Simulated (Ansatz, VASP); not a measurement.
# Two plane-wave programs on Si2Mo

```
CELL_PARAMETERS angstrom
-1.57838 1.57838 3.87738
1.57838 -1.57838 3.87738
1.57838 1.57838 -3.87738
ATOMIC_POSITIONS crystal
Mo 0.00000 0.00000 0.00000
Si 0.66700 0.66700 0.00000
Si 0.33300 0.33300 0.00000
```

Alike in both runs: task single point; functional LDA; k mesh 12 × 12 × 12; occupations fermi-dirac, width 0.05 eV; no spin polarisation.

```csv
,VASP,Ansatz
version,VASP 6.6.1,Ansatz 0.2.0
potentials or method,"VASP PAW LDA potentials, release 64 (Mo_sv, Si)",Ansatz PAW
plane-wave cutoff (eV),520,420
valence electrons in the cell,22,22
```

|  | VASP | Ansatz | Ansatz less VASP |
| --- | --- | --- | --- |
| gap on the k mesh at the Fermi level (eV) | none | none | - |
| pressure (GPa) | 3.6 | 2.9 | -0.70 |
| traceless stress, the component that is largest in VASP (GPa) | -0.44 | -0.50 | -0.060 |
| rms of the force components (eV/Å) | 0.142 | 0.147 | +0.0056 |

LDA's correlation is that of Perdew and Zunger in VASP and of Perdew and Wang (1992) in Ansatz. Atom by atom the forces differ by 0.006 eV/Å (rms over components). A gap of «none» marks a metal or a gap that the smearing closes.
